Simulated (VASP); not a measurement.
Crystal: Te2Mo.

```
Te Mo
1.0
     3.51820    0.00000    0.00000
    -1.75910    3.04685    0.00000
     0.00000    0.00000   13.97360
Te Mo
4 2
Direct
  0.33333 0.66667 0.62009
  0.66667 0.33333 0.12009
  0.33333 0.66667 0.87991
  0.66667 0.33333 0.37991
  0.33333 0.66667 0.25000
  0.66667 0.33333 0.75000
```

Base run:

| Property | Result |
| --- | --- |
| Program | VASP 6.6.1 |
| Functional | PBEsol |
| Potentials or basis | VASP PAW PBE potentials, release 64 (Te, Mo_sv) |
| Cutoff | 520 eV |
| k mesh | 14 × 14 × 3 |
| Occupations | fermi-dirac, width 0.02 eV |
| Spin | no spin polarisation |

Its results: band gap on the k mesh 0.71 eV (least direct gap 1.10 eV); pressure -1.7 GPa; largest force 0.237 eV/Å.

The run is repeated on the same cell with these changes: functional from PBEsol to LDA; potentials or basis from VASP PAW PBE potentials, release 64 (Te, Mo_sv) to VASP PAW LDA potentials, release 64 (Te, Mo_sv). What comes out?

Band gap on the k mesh 0.70 eV (least direct gap 1.10 eV); pressure -3.5 GPa; largest force 0.413 eV/Å.

Caveats: spin-orbit coupling is left out, which moves the levels of the heavy elements; an odd mesh through Γ misses points on the zone boundary, where band edges can lie; the PAW data sets were made with another functional, which shifts forces and pressure a little (at least some runs); this functional lacks dispersion, which binds the layers, so the pressure and a relaxed spacing across them are unreliable (at least some runs); the cell stands under tension (at least some runs).
